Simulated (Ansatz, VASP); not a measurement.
**W: VASP beside Ansatz**

```
W
1.0
    -1.59261    1.59261    1.59261
     1.59261   -1.59261    1.59261
     1.59261    1.59261   -1.59261
W
1
Direct
  0.00000 0.00000 0.00000
```

Alike in both runs: functional PBE; k mesh 8 × 8 × 8; occupations gaussian, width 0.1 eV; no spin polarisation.

Ansatz relaxed the structure, and its values are those at the end. VASP's run is a single point on that final structure, the one shown.

```csv
,VASP,Ansatz
version,VASP 6.6.1,Ansatz 0.2.0
potentials or method,"VASP PAW PBE potentials, release 64 (W_sv), cutoff 500 eV","scalar-relativistic, plane waves, PAW"
valence electrons in the cell,14,14
```

```csv
,VASP,Ansatz,Ansatz less VASP
gap on the k mesh at the Fermi level (eV),none,none,-
pressure (GPa),0.4,-0.1,-0.44
```

A gap of «none» marks a metal or a gap that the smearing closes. The functional is the same, so the differences come from potentials, cutoffs and numerics.

Spin-orbit coupling is off throughout.
